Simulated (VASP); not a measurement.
# H (I4/mmm) in VASP: relaxation of cell and atoms with PBEsol

Aim: the relaxation of cell and atoms of H with PBEsol.

Everything below comes from runs of VASP 6.6.1. Logs are shortened: lines on timing, memory, paths and dates and some standing lists are left out, and cuts for length are marked.

## Step 1: The cell of the first run

It takes space group I4/mmm (No. 139, tetragonal). The conventional cell has a = 3.383 Å, b = 3.383 Å, c = 4.117 Å, α = 90.00°, β = 90.00°, γ = 90.00°. H (site symmetry 4mm) has 1 H at 0.74 Å within 1.0 Å.

## Step 2: Relaxation of cell and atoms, PBEsol

Input file INCAR:

```
PREC     = Accurate       # precision mode
ENCUT    = 910            # plane-wave cutoff, eV
EDIFF    = 1E-7           # SCF threshold, eV
ISMEAR   = -1             # smearing method
SIGMA    = 0.08           # smearing width, eV
LREAL    = F              # projectors in reciprocal space
LASPH    = T              # aspherical terms in the spheres
NELM     = 120            # most SCF steps
ALGO     = Normal         # electronic algorithm
ISIF     = 3              # what is computed and relaxed
LWAVE    = F              # write WAVECAR
LCHARG   = F              # write CHGCAR
GGA      = PS             # functional
IBRION   = 2              # ionic algorithm
NSW      = 100            # ionic steps
EDIFFG   = -0.002         # ionic threshold
GGA_COMPAT= F            
NELMIN   = 4
```

Input file KPOINTS:

```
regular mesh
0
Gamma
  14 14 14
```

Input file POSCAR:

```
H
1.0
   -1.6915344700      1.6915344700      2.0584739900
    1.6915344700     -1.6915344700      2.0584739900
    1.6915344700      1.6915344700     -2.0584739900
H
2
Direct
    0.9098622900      0.9098622900      0.0000000000
    0.0901377100      0.0901377100      0.0000000000
```

Potentials or basis: VASP PAW PBE potentials, release 64 (H_h).

On the command line:

```console
cat potpaw_PBE.64/H_h/POTCAR > POTCAR
mpirun -np 1 vasp_std > vasp.out
```

OUTCAR:

```text
PREC = Accurate
   ENCUT = 910
   EDIFF = 1E-7
   ISMEAR = -1
   LREAL = F
   LASPH = T
   NELM = 120
   ISIF = 3
   GGA = PS
   IBRION = 2
   NSW = 100
   EDIFFG = -0.002
   NELMIN = 4

 ion  position               nearest neighbor table
   1  0.910  0.910  0.000-   2 0.74
   2  0.090  0.090  0.000-   1 0.74

  LATTYP: Found a body centered tetragonal cell.
 ALAT       =     3.3830689400
 C/A-ratio  =     1.2169270130

  Lattice vectors:

 A1 = (  -1.6915344700,   1.6915344700,   2.0584739900)
 A2 = (   1.6915344700,  -1.6915344700,   2.0584739900)
 A3 = (   1.6915344700,   1.6915344700,  -2.0584739900)

Analysis of symmetry for initial positions (statically):
=====================================================================
 Subroutine PRICEL returns:
 Original cell was already a primitive cell.

 Routine SETGRP: Setting up the symmetry group for a
 body centered tetragonal supercell.

 Subroutine GETGRP returns: Found 16 space group operations
 (whereof 16 operations were pure point group operations)
 out of a pool of 16 trial point group operations.

The static configuration has the point symmetry D_4h.

Analysis of symmetry for dynamics (positions and initial velocities):
=====================================================================
 Subroutine PRICEL returns:
 Original cell was already a primitive cell.

 Routine SETGRP: Setting up the symmetry group for a
 body centered tetragonal supercell.

 Subroutine GETGRP returns: Found 16 space group operations
 (whereof 16 operations were pure point group operations)
 out of a pool of 16 trial point group operations.

The dynamic configuration has the point symmetry D_4h.

 Subroutine INISYM returns: Found 16 space group operations
 (whereof 16 operations are pure point group operations),
 and found     1 'primitive' translations

----------------------------------------------------------------------------------------

                                     Primitive cell

  volume of cell :      23.5596

  direct lattice vectors                    reciprocal lattice vectors
    -1.691534470  1.691534470  2.058473990     0.000000000  0.295589602  0.242898381
     1.691534470 -1.691534470  2.058473990     0.295589602  0.000000000  0.242898381
     1.691534470  1.691534470 -2.058473990     0.295589602  0.295589602  0.000000000

  length of vectors
     3.155929799  3.155929799  3.155929799     0.382587031  0.382587031  0.418026823

  position of ions in fractional coordinates (direct lattice)
     0.909862290  0.909862290  0.000000000
     0.090137710  0.090137710  0.000000000

  ion indices of the primitive-cell ions
   primitive index   ion index
                 1           1
                 2           2

----------------------------------------------------------------------------------------

 KPOINTS: regular mesh

Automatic generation of k-mesh.
 Grid dimensions read from file:
 generate k-points for:   14   14   14

 Generating k-lattice:

  Cartesian coordinates                     Fractional coordinates (reciprocal lattice)
     0.000000000  0.021113543  0.017349884     0.071428571 -0.000000000  0.000000000
     0.021113543  0.000000000  0.017349884    -0.000000000  0.071428571  0.000000000
     0.021113543  0.021113543  0.000000000     0.000000000  0.000000000  0.071428571

  Length of vectors
     0.027327645  0.027327645  0.029859059

  Shift w.r.t. Gamma in fractional coordinates (k-lattice)
     0.000000000  0.000000000  0.000000000

 Subroutine IBZKPT returns following result:
 ===========================================

 Found    244 irreducible k-points:

 Following reciprocal coordinates:
            Coordinates               Weight
  0.000000  0.000000  0.000000      1.000000
  0.071429 -0.000000  0.000000      8.000000
  0.142857  0.000000  0.000000      8.000000
  0.214286  0.000000 -0.000000      8.000000
  0.285714 -0.000000  0.000000      8.000000
  0.357143 -0.000000  0.000000      8.000000
[... 16 lines left out ...]
  0.214286  0.142857  0.000000     16.000000
  0.285714  0.142857  0.000000     16.000000
 [... further k-points ...]
   k-points           NKPTS =    244   k-points in BZ     NKDIM =    244   number of bands    NBANDS=      5
   number of dos      NEDOS =    301   number of ions     NIONS =      2
   total plane-waves  NPLWV =  32768
   dimension x,y,z NGX =    32 NGY =   32 NGZ =   32
   dimension x,y,z NGXF=    64 NGYF=   64 NGZF=   64
   ions per type =               2
   NGX,Y,Z   is equivalent  to a cutoff of  16.86, 16.86, 16.86 a.u.
   NGXF,Y,Z  is equivalent  to a cutoff of  33.71, 33.71, 33.71 a.u.
 SYSTEM =  unknown system
   PREC   = accura    normal or accurate (medium, high low for compatibility)
   ISTART =      0    job   : 0-new  1-cont  2-samecut
   ICHARG =      2    charge: 1-file 2-atom 10-const
   ISPIN  =      1    spin polarized calculation?
   LNONCOLLINEAR =      F non collinear calculations
   LSORBIT =      F    spin-orbit coupling
   LASPH  =      T    aspherical Exc in radial PAW
   ENCUT  =  910.0 eV  66.88 Ry    8.18 a.u.   7.76  7.76  7.76*2*pi/ulx,y,z
   NELM   =    120;   NELMIN=  4; NELMDL= -5     # of ELM steps
   EDIFF  = 0.1E-06   stopping-criterion for ELM
   LREAL  =      F    real-space projection
   EDIFFG = -.2E-02   stopping-criterion for IOM
   NSW    =    100    number of steps for IOM
   IBRION =      2    ionic relax: 0-MD 1-quasi-New 2-CG
   NFREE  =      1    steps in history (QN), initial steepest desc. (CG)
   ISIF   =      3    stress and relaxation
   ISYM   =      2    0-nonsym 1-usesym 2-fastsym
   POTIM  = 0.5000    time-step for ionic-motion
   TEBEG  =    0.0;   TEEND  =   0.0 temperature during run
   PSTRESS=    0.0 pullay stress
   NELECT =       2.0000    total number of electrons
   NUPDOWN=      -1.0000    fix difference up-down
   EMIN   =  10.00;   EMAX   =-10.00  energy-range for DOS
   EFERMI =   0.00;   METHOD = LEGACY
   ISMEAR =    -1;   SIGMA  =   0.08  broadening in eV -4-tet -1-fermi 0-gaus
   EFERMI_NEDOS =   21; number of points for ismear=-14 and -15
   IALGO  =     38    algorithm
   IMIX   =      4    mixing-type and parameters
     AMIX     =   0.40;   BMIX     =  1.00
     AMIX_MAG =   1.60;   BMIX_MAG =  1.00
  volume/ion in A,a.u.               =      11.78        79.49
  Fermi-wavevector in a.u.,A,eV,Ry     =   0.719497  1.359653  7.043413  0.517676
  Thomas-Fermi vector in A             =   1.808708
   LORBIT       =      0    0 simple, 1 ext, 2 COOP (PROOUT), +10 PAW based schemes
   GGA     = PS    functional components
   LHFCALC =     F    Hartree Fock is set to
   AEXX    =    0.0000 exact exchange contribution
   IVDW    =     0    specifies the selected vdW correction
   LEPSILON=     F    determine dielectric tensor
   LRPA    =     F    only Hartree local field effects (RPA)
 conjugate gradient relaxation of ions
 non-spin polarized calculation
  energy-cutoff  :      910.00
  volume of cell :       23.56
 maximum number of plane-waves:      1498
   NGX = 15   NGY = 15   NGZ = 15

--------------------------------------- Ionic step        1  -------------------------------------------

 number of electron       2.0000000 magnetization

 Free energy of the ion-electron system (eV)
  ---------------------------------------------------
  ext. energy  EPLUGINS =         0.00000000
  ---------------------------------------------------
  free energy    TOTEN  =        -6.41505467 eV

  energy without entropy =       -6.41505467  energy(sigma->0) =       -6.41505467

------------------------ aborting loop because EDIFF is reached ----------------------------------------

  FORCE on cell =-STRESS in cart. coord.  units (eV):
  Direction    XX          YY          ZZ          XY          YZ          ZX
  --------------------------------------------------------------------------------------
  -------------------------------------------------------------------------------------
  Total       -0.0057374     -0.0057374      0.4583927      0.0000000      0.0000000      0.0000000
  in kB       -0.3901747     -0.3901747     31.1731864      0.0000000      0.0000000      0.0000000
  external PRESSURE =      10.1309457 kB  Pullay stress =       0.0000000 kB
[... 89 lines left out ...]
  FREE ENERGIE OF THE ION-ELECTRON SYSTEM (eV)
  ---------------------------------------------------
  free  energy   TOTEN  =        -6.4202742885 eV

  energy  without entropy=       -6.4202742883  energy(sigma->0) =       -6.42027429

[... ionic steps 4 to 43 ...]

--------------------------------------- Ionic step       44  -------------------------------------------

 number of electron       2.0000000 magnetization

------------------------ aborting loop because EDIFF is reached ----------------------------------------

  FORCE on cell =-STRESS in cart. coord.  units (eV):
  Direction    XX          YY          ZZ          XY          YZ          ZX
  --------------------------------------------------------------------------------------
  -------------------------------------------------------------------------------------
  Total        0.0005283      0.0005283      0.0023477      0.0000000     -0.0000000     -0.0000000
  in kB        0.0365520      0.0365520      0.1624195      0.0000000     -0.0000000     -0.0000000
  external PRESSURE =       0.0785079 kB  Pullay stress =       0.0000000 kB
[... 57 lines left out ...]
  energy  without entropy=       -6.4205529552  energy(sigma->0) =       -6.42055296

--------------------------------------- Ionic step       46  -------------------------------------------

 number of electron       2.0000000 magnetization

 Free energy of the ion-electron system (eV)
  ---------------------------------------------------
  ext. energy  EPLUGINS =         0.00000000
  ---------------------------------------------------
  free energy    TOTEN  =        -6.42055319 eV

  energy without entropy =       -6.42055319  energy(sigma->0) =       -6.42055319

 E-fermi :  -6.3174     XC(G=0):  -5.4764

 val. band max:       -7.8884908199   @ k =   0.5000   0.5000   0.5000
 cond. band min:       0.7143033025   @ k =   0.5000  -0.0000   0.0000
 fundamental gap:      8.6027941224
 Fermi energy:        -6.3173748065

 k-point     1 :       0.0000    0.0000    0.0000
  band No.  band energies     occupation
      1     -10.3848      2.00000
      2       5.7196      0.00000
      3       8.9709      0.00000
      4      15.4847      0.00000
      5      15.4847      0.00000

 k-point     2 :       0.0714   -0.0000    0.0000
  band No.  band energies     occupation
      1     -10.3195      2.00000
      2       5.3954      0.00000
      3       9.1003      0.00000
      4      14.7651      0.00000
      5      15.0469      0.00000
[... 169 lines left out ...]
 k-point    24 :       0.2857    0.1429    0.0000
  band No.  band energies     occupation
      1      -9.0349      2.00000
      2       1.7490      0.00000
      3       7.9609      0.00000
      4      10.6068      0.00000
      5      13.3145      0.00000

 [... further k-points ...]

------------------------ aborting loop because EDIFF is reached ----------------------------------------

  FORCE on cell =-STRESS in cart. coord.  units (eV):
  Direction    XX          YY          ZZ          XY          YZ          ZX
  --------------------------------------------------------------------------------------
  -------------------------------------------------------------------------------------
  Total        0.0003537      0.0003537      0.0030115      0.0000000     -0.0000000     -0.0000000
  in kB        0.0244573      0.0244573      0.2082106      0.0000000     -0.0000000     -0.0000000
  external PRESSURE =       0.0857084 kB  Pullay stress =       0.0000000 kB
[... 17 lines left out ...]
  FREE ENERGIE OF THE ION-ELECTRON SYSTEM (eV)
  ---------------------------------------------------
  free  energy   TOTEN  =        -6.4205531942 eV

  energy  without entropy=       -6.4205531940  energy(sigma->0) =       -6.42055319

 reached required accuracy - stopping structural energy minimisation
```

Run time: 9.3 min. Hardware: 1 thread of Intel Xeon Platinum 8259CL at 2.50GHz (Skylake/Cascade Lake), shared host; peak memory 0.2 GiB.

Results:

```yaml
Free_energy: -6.4206 eV
Relaxed_volume: 11.59 Å³/atom
Relaxed_cell: a = 3.156 Å, b = 3.156 Å, c = 3.156 Å, α = 116.79°, β = 116.79°, γ = 95.65°
Space_group_after_relaxing_to_0.1_Å: I4/mmm (No. 139)
Energy_gained_by_relaxing: 2.7 meV/atom
Ionic_steps: 46
Pressure_after_relaxing: 0.0 GPa
Band_gap_on_the_k_mesh: 8.60 eV (least direct gap 9.40 eV)
```

Step by step:
| step | energy change (eV) | largest force (eV/Å) | pressure (GPa) | volume (Å³) |
| --- | --- | --- | --- | --- |
| 1 | 0.0000 | 0.6075 | 1.01 | 23.56 |
| 3 | -0.0052 | 0.0150 | -0.04 | 23.63 |
| 5 | -0.0052 | 0.0091 | 0.00 | 23.62 |
| 7 | -0.0052 | 0.0067 | 0.00 | 23.61 |
| 9 | -0.0053 | 0.0038 | -0.02 | 23.55 |
| 11 | -0.0053 | 0.0003 | -0.01 | 23.45 |
| 13 | -0.0053 | 0.0052 | 0.00 | 23.45 |
| 15 | -0.0053 | 0.0156 | 0.02 | 23.43 |
| 17 | -0.0053 | 0.0580 | 0.10 | 23.33 |
| 19 | -0.0053 | 0.0390 | 0.07 | 23.37 |
| 21 | -0.0053 | 0.0385 | 0.07 | 23.37 |
| 23 | -0.0054 | 0.0367 | 0.07 | 23.35 |
| 25 | -0.0054 | 0.0297 | 0.06 | 23.27 |
| 27 | -0.0055 | 0.0052 | 0.03 | 22.98 |
| 29 | -0.0055 | 0.0036 | 0.03 | 22.95 |
| 31 | -0.0055 | 0.0018 | 0.02 | 22.97 |
| 33 | -0.0055 | 0.0004 | 0.02 | 22.98 |
| 35 | -0.0055 | 0.0059 | 0.03 | 23.04 |
| 37 | -0.0055 | 0.0102 | 0.04 | 23.08 |
| 39 | -0.0055 | 0.0089 | 0.03 | 23.09 |
| 41 | -0.0055 | 0.0025 | 0.02 | 23.13 |
| 43 | -0.0055 | 0.0022 | 0.01 | 23.15 |
| 45 | -0.0055 | 0.0026 | 0.01 | 23.16 |
| 46 | -0.0055 | 0.0018 | 0.01 | 23.17 |

Final structure:
```
CELL_PARAMETERS angstrom
-1.65366 1.65366 2.11851
1.65366 -1.65366 2.11851
1.65366 1.65366 -2.11851
ATOMIC_POSITIONS crystal
H 0.91035 0.91035 0.00000
H 0.08965 0.08965 0.00000
```

Caveat: this functional lacks dispersion, which holds the molecules together, so the pressure and a relaxed volume are unreliable; the PAW data sets were made with another functional, which shifts forces and pressure a little. A k mesh can miss the band edges.
